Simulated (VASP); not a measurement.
# CdS (Fm-3m) in VASP: notebook

The runs below take CdS through single point, with r2SCAN.

All numbers are computed with VASP 6.6.1; they aren't measurements. Logs are shortened: lines on timing, memory, paths and dates and some standing lists are left out, and cuts for length are marked.

### Step 1. The cell of the first run

The structure is cubic, space group Fm-3m (No. 225). The conventional cell has a = 5.506 Å, b = 5.506 Å, c = 5.506 Å, α = 90.00°, β = 90.00°, γ = 90.00°. Within 3.6 Å of Cd (site symmetry m-3m) lie 6 S at 2.75 Å. S (site symmetry m-3m) has 6 Cd at 2.75 Å within 3.6 Å.

### Step 2. Single point, r2SCAN

File POSCAR:

```
CdS
1.0
    0.0000000000      2.7532440000      2.7532440000
    2.7532440000      0.0000000000      2.7532440000
    2.7532440000      2.7532440000      0.0000000000
Cd S
1 1
Direct
    0.0000000000      0.0000000000      0.0000000000
    0.5000000000      0.5000000000      0.5000000000
```

File INCAR.step1:

```
SYSTEM = CdS
PREC = Accurate
ENCUT = 520
ISMEAR = -1
SIGMA = 0.05
LREAL = .False.
LASPH = .True.
NELM = 80
NBANDS = 16
GGA = PE
ALGO = Normal
EDIFF = 1E-4
LWAVE = .True.
LCHARG = .False.
```

File INCAR.step2:

```
SYSTEM = CdS
PREC = Accurate
ENCUT = 520
EDIFF = 1E-6
ISMEAR = -1
SIGMA = 0.05
LREAL = .False.
LASPH = .True.
NELM = 80
ALGO = Normal
ISIF = 2
LWAVE = .False.
LCHARG = .True.
METAGGA = R2SCAN
LMIXTAU = .True.
LELF = .True.
LVHAR = .True.
NBANDS = 16
ISTART = 1
```

File KPOINTS:

```
Automatic mesh
0
Gamma
  8 8 8
  0 0 0
```

Potentials or basis: VASP PAW PBE potentials, release 64 (Cd, S).

Launch:

```
$ cat potpaw_PBE.64/Cd/POTCAR potpaw_PBE.64/S/POTCAR > POTCAR
$ cp INCAR.step1 INCAR
$ mpirun -np 1 vasp_std > vasp.out
$ cp INCAR.step2 INCAR
$ mpirun -np 1 vasp_std > vasp.out
```

OUTCAR:

```text
SYSTEM = CdS
   PREC = Accurate
   ENCUT = 520
   EDIFF = 1E-6
   ISMEAR = -1
   LREAL = .False.
   LASPH = .True.
   NELM = 80
   ISIF = 2
   METAGGA = R2SCAN
   ISTART = 1

 ion  position               nearest neighbor table
   1  0.000  0.000  0.000-   2 2.75   2 2.75   2 2.75   2 2.75   2 2.75   2 2.75
   2  0.500  0.500  0.500-   1 2.75   1 2.75   1 2.75   1 2.75   1 2.75   1 2.75

  LATTYP: Found a face centered cubic cell.
 ALAT       =     5.5064880000

  Lattice vectors:

 A1 = (   0.0000000000,   2.7532440000,   2.7532440000)
 A2 = (   2.7532440000,   0.0000000000,   2.7532440000)
 A3 = (   2.7532440000,   2.7532440000,   0.0000000000)

Analysis of symmetry for initial positions (statically):
=====================================================================
 Subroutine PRICEL returns:
 Original cell was already a primitive cell.

 Routine SETGRP: Setting up the symmetry group for a
 face centered cubic supercell.

 Subroutine GETGRP returns: Found 48 space group operations
[... 9 lines left out ...]

 Routine SETGRP: Setting up the symmetry group for a
 face centered cubic supercell.

 Subroutine GETGRP returns: Found 48 space group operations
[... 11 lines left out ...]
                                     Primitive cell

  volume of cell :      41.7411

  direct lattice vectors                    reciprocal lattice vectors
     0.000000000  2.753244000  2.753244000    -0.181603955  0.181603955  0.181603955
     2.753244000  0.000000000  2.753244000     0.181603955 -0.181603955  0.181603955
     2.753244000  2.753244000  0.000000000     0.181603955  0.181603955 -0.181603955

  length of vectors
     3.893675005  3.893675005  3.893675005     0.314547277  0.314547277  0.314547277

  position of ions in fractional coordinates (direct lattice)
     0.000000000  0.000000000  0.000000000
     0.500000000  0.500000000  0.500000000

  ion indices of the primitive-cell ions
   primitive index   ion index
                 1           1
                 2           2

----------------------------------------------------------------------------------------

 KPOINTS: Automatic mesh

Automatic generation of k-mesh.
 Grid dimensions read from file:
 generate k-points for:    8    8    8

 Generating k-lattice:

  Cartesian coordinates                     Fractional coordinates (reciprocal lattice)
    -0.022700494  0.022700494  0.022700494     0.125000000  0.000000000  0.000000000
[... 51 lines left out ...]
   ISTART =      1    job   : 0-new  1-cont  2-samecut
   ICHARG =      0    charge: 1-file 2-atom 10-const
   ISPIN  =      1    spin polarized calculation?
   LNONCOLLINEAR =      F non collinear calculations
   LSORBIT =      F    spin-orbit coupling
   LASPH  =      T    aspherical Exc in radial PAW
   ENCUT  =  520.0 eV  38.22 Ry    6.18 a.u.   7.24  7.24  7.24*2*pi/ulx,y,z
   NELM   =     80;   NELMIN=  2; NELMDL=  0     # of ELM steps
   EDIFF  = 0.1E-05   stopping-criterion for ELM
   LREAL  =      F    real-space projection
   EDIFFG = 0.1E-04   stopping-criterion for IOM
   NSW    =      0    number of steps for IOM
   IBRION =     -1    ionic relax: 0-MD 1-quasi-New 2-CG
   NFREE  =      0    steps in history (QN), initial steepest desc. (CG)
   ISIF   =      2    stress and relaxation
   ISYM   =      2    0-nonsym 1-usesym 2-fastsym
   POTIM  = 0.5000    time-step for ionic-motion
   TEBEG  =    0.0;   TEEND  =   0.0 temperature during run
   PSTRESS=    0.0 pullay stress
   NELECT =      18.0000    total number of electrons
   NUPDOWN=      -1.0000    fix difference up-down
   EMIN   =  10.00;   EMAX   =-10.00  energy-range for DOS
   EFERMI =   0.00;   METHOD = LEGACY
   ISMEAR =    -1;   SIGMA  =   0.05  broadening in eV -4-tet -1-fermi 0-gaus
   EFERMI_NEDOS =   21; number of points for ismear=-14 and -15
   IALGO  =     38    algorithm
   IMIX   =      4    mixing-type and parameters
     AMIX     =   0.40;   BMIX     =  1.00
     AMIX_MAG =   1.60;   BMIX_MAG =  1.00
  volume/ion in A,a.u.               =      20.87       140.84
  Fermi-wavevector in a.u.,A,eV,Ry     =   1.236833  2.337275 20.813583  1.529755
  Thomas-Fermi vector in A             =   2.371425
   LORBIT       =      0    0 simple, 1 ext, 2 COOP (PROOUT), +10 PAW based schemes
   METAGGA = R2SCAN    functional components
   LHFCALC =     F    Hartree Fock is set to
   AEXX    =    0.0000 exact exchange contribution
   IVDW    =     0    specifies the selected vdW correction
   LEPSILON=     F    determine dielectric tensor
   LRPA    =     F    only Hartree local field effects (RPA)
 non-spin polarized calculation
  energy-cutoff  :      520.00
  volume of cell :       41.74
 maximum number of plane-waves:      1158
 NGX is ok and might be reduce to    30
   NGX = 15   NGY = 15   NGZ = 15

 number of electron      18.0000005 magnetization

 Free energy of the ion-electron system (eV)
  ---------------------------------------------------
  ext. energy  EPLUGINS =         0.00000000
  ---------------------------------------------------
  free energy    TOTEN  =       -29.51936079 eV

  energy without entropy =      -29.51933784  energy(sigma->0) =      -29.51934932

 E-fermi :   2.8942     XC(G=0): -10.8506

 val. band max:        2.4642408009   @ k =   0.5000   0.0000   0.0000
 cond. band min:       3.1982633591   @ k =   0.5000   0.5000   0.0000
 fundamental gap:      0.7340225581
 Fermi energy:         2.8942243345

 k-point     1 :       0.0000    0.0000    0.0000
  band No.  band energies     occupation
      1     -10.6686      2.00000
      2      -5.3384      2.00000
      3      -5.3384      2.00000
      4      -5.3384      2.00000
      5      -5.3375      2.00000
      6      -5.3375      2.00000
[... 433 lines left out ...]
      3      -5.4205      2.00000
      4      -5.3828      2.00000
      5      -5.1390      2.00000
      6      -5.0444      2.00000
[... 8 lines left out ...]
     15      15.4509      0.00000
     16      17.6207      0.00000

 [... further k-points ...]
[... 5 lines left out ...]
  --------------------------------------------------------------------------------------
  -------------------------------------------------------------------------------------
  Total       -0.4746797     -0.4746797     -0.4746797      0.0000000      0.0000000     -0.0000000
  in kB      -18.2199489    -18.2199489    -18.2199489      0.0000000      0.0000000     -0.0000000
  external PRESSURE =     -18.2199489 kB  Pullay stress =       0.0000000 kB

 VOLUME and BASIS-vectors are now :
 -----------------------------------------------------------------------------
  energy-cutoff  :      520.00
  volume of cell :       41.74
      direct lattice vectors                 reciprocal lattice vectors
     0.000000000  2.753244000  2.753244000    -0.181603955  0.181603955  0.181603955
     2.753244000  0.000000000  2.753244000     0.181603955 -0.181603955  0.181603955
     2.753244000  2.753244000  0.000000000     0.181603955  0.181603955 -0.181603955

 POSITION                                       TOTAL-FORCE (eV/Angst)
 -----------------------------------------------------------------------------------
      0.00000      0.00000      0.00000         0.000000     -0.000000      0.000000
      2.75324      2.75324      2.75324        -0.000000      0.000000     -0.000000
 -----------------------------------------------------------------------------------
    total drift:                               -0.000000      0.000000      0.000000

  FREE ENERGIE OF THE ION-ELECTRON SYSTEM (eV)
  ---------------------------------------------------
  free  energy   TOTEN  =       -29.5193607925 eV

  energy  without entropy=      -29.5193378403  energy(sigma->0) =      -29.51934932
```

OSZICAR.step1:

```text
N       E                     dE             d eps       ncg     rms          rms(c)
DAV:   1     0.101186759196E+03    0.10119E+03   -0.93056E+03   984   0.105E+03
DAV:   2    -0.301801674558E+01   -0.10420E+03   -0.97455E+02  1136   0.251E+02
DAV:   3    -0.644462268351E+01   -0.34266E+01   -0.34218E+01  1128   0.472E+01
DAV:   4    -0.645993996105E+01   -0.15317E-01   -0.15317E-01  1160   0.312E+00
DAV:   5    -0.646009246031E+01   -0.15250E-03   -0.15250E-03  1144   0.299E-01    0.715E+00
DAV:   6    -0.590238916340E+01    0.55770E+00   -0.88068E-01  1240   0.114E+01    0.606E+00
DAV:   7    -0.587802497905E+01    0.24364E-01   -0.16259E-01  1128   0.289E+00    0.317E+00
DAV:   8    -0.587701436433E+01    0.10106E-02   -0.17193E-02  1064   0.161E+00    0.284E-01
DAV:   9    -0.587682167661E+01    0.19269E-03   -0.15006E-03  1144   0.537E-01    0.581E-02
DAV:  10    -0.587687328804E+01   -0.51611E-04   -0.19438E-04   944   0.139E-01
   1 F= -.58768733E+01 E0= -.58763470E+01  d E =-.105267E-02
```

It took 2.1 min on 1 thread of Intel Xeon 8259CL, shared host; peak memory 0.18 GiB.

Results:

```yaml
Free_energy: -29.5194 eV
Pressure: -1.8 GPa
Band_gap_on_the_k_mesh: 0.73 eV, indirect (least direct gap 2.15 eV)
```

Caveat: the PAW data sets were made with another functional, which shifts forces and pressure a little. A k mesh can miss the band edges.

### Step 3. Single point, r2SCAN

This run uses another cell than the first one, of 21.29 Å³/atom, 1.020 times its volume.

File POSCAR:

```
CdS
1.0
    0.0000000000      2.7714779354      2.7714779354
    2.7714779354      0.0000000000      2.7714779354
    2.7714779354      2.7714779354      0.0000000000
Cd S
1 1
Direct
    0.0000000000      0.0000000000      0.0000000000
    0.5000000000      0.5000000000      0.5000000000
```

File INCAR.step1:

```
SYSTEM = CdS
  PREC = Accurate
  ENCUT = 520
  ISMEAR = -1
  SIGMA = 0.05
  LREAL = .False.
  LASPH = .True.
  NELM = 100
  NBANDS = 16
  GGA = PE
  ALGO = Normal
  EDIFF = 1E-4
  LWAVE = .True.
  LCHARG = .False.
```

File INCAR.step2:

```
SYSTEM = CdS
  PREC = Accurate
  ENCUT = 520
  EDIFF = 1E-6
  ISMEAR = -1
  SIGMA = 0.05
  LREAL = .False.
  LASPH = .True.
  NELM = 100
  ALGO = Normal
  ISIF = 2
  LWAVE = .False.
  LCHARG = .False.
  METAGGA = R2SCAN
  LMIXTAU = .True.
  NBANDS = 16
  ISTART = 1
```

File KPOINTS:

```
regular mesh
0
Gamma
  8 8 8
  0 0 0
```

Potentials or basis: VASP PAW PBE potentials, release 64 (Cd, S).

Launch:

```
$ cat potpaw_PBE.64/Cd/POTCAR potpaw_PBE.64/S/POTCAR > POTCAR
$ cp INCAR.step1 INCAR
$ mpirun -np 1 vasp_std > vasp.out
$ cp INCAR.step2 INCAR
$ mpirun -np 1 vasp_std > vasp.out
```

Wall time 2.3 min (1 thread of Intel Xeon 8259CL, shared host); peak memory 0.18 GiB.

It converged, with:

| Property | Result |
| --- | --- |
| Free energy | -29.5063 eV |
| Pressure | -3.2 GPa |
| Band gap on the k mesh | 0.73 eV, indirect (least direct gap 2.01 eV) |

Levels at points of the mesh, in eV from the valence-band top:
| k point | band 7 | band 8 | band 9 | band 10 | band 11 | band 12 |
| --- | --- | --- | --- | --- | --- | --- |
| (0.00, 0.00, 0.00) | -0.66 | -0.66 | -0.66 | 1.35 | 9.72 | 9.72 |
| (0.50, 0.00, 0.00) | -4.68 | 0.00 | 0.00 | 4.09 | 6.49 | 6.49 |
| (0.50, 0.50, 0.00) | -4.02 | -2.00 | -2.00 | 0.73 | 6.48 | 10.44 |

Caveat: the PAW data sets were made with another functional, which shifts forces and pressure a little.
